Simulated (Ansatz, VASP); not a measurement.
# One calculation of H, two programs

INCAR

```
SYSTEM = H
PREC = Accurate
ENCUT = 520
EDIFF = 1E-6
ISMEAR = 0
SIGMA = 0.05
LREAL = .False.
LASPH = .True.
NELM = 60
ALGO = Normal
ISIF = 2
LWAVE = .False.
LCHARG = .True.
GGA = CA
LELF = .True.
LVHAR = .True.
NBANDS = 8
```

KPOINTS

```
regular mesh
0
Gamma
  10 10 10
  0 0 0
```

The input POSCAR:

```
H
1.0
   -1.5917948804      1.5917948804      2.3245178269
    1.5917948804     -1.5917948804      2.3245178269
    1.5917948804      1.5917948804     -2.3245178269
H
2
Direct
    0.9098622900      0.9098622900      0.0000000000
    0.0901377100      0.0901377100      0.0000000000
```

Input for Ansatz:

```yaml
crystal:
  lattice:
    - [-1.5917948804, 1.5917948804, 2.3245178269]
    - [1.5917948804, -1.5917948804, 2.3245178269]
    - [1.5917948804, 1.5917948804, -2.3245178269]
  atoms:
    - { symbol: H, position: [0.90986229, 0.90986229, 0.0] }
    - { symbol: H, position: [0.09013771, 0.09013771, 0.0] }
basis:
  ecutwfc: 420
kpoints:
  mp_grid: { grid: [10, 10, 10] }
hamiltonian:
  xc: lda
scf:
  occupations: { method: gaussian, width: 0.05 }
output:
  forces: true
  stress: true
  eigenvalues: true
```

Alike in both runs: task single point; functional LDA; k mesh 10 × 10 × 10; occupations gaussian, width 0.05 eV; no spin polarisation.

|  | VASP | Ansatz |
| --- | --- | --- |
| version | VASP 6.6.1 | Ansatz 0.2.0 |
| potentials or method | VASP PAW LDA potentials, release 64 (H), cutoff 520 eV | scalar-relativistic, plane waves, PAW |
| valence electrons in the cell | 2 | 2 |

```tsv
	VASP	Ansatz	Ansatz less VASP
gap on the k mesh at the Fermi level (eV)	7.44	7.45	+0.005
least direct gap on the mesh (eV)	7.44	7.45	+0.005
pressure (GPa)	-4.2	-4.1	+0.12
traceless stress, the component that is largest in VASP (GPa)	-6.60	-6.70	-0.103
rms of the force components (eV/Å)	0.981	0.996	+0.0152
```

LDA's correlation is that of Perdew and Zunger in VASP and of Perdew and Wang (1992) in Ansatz. Atom by atom the forces differ by 0.015 eV/Å (rms over components).
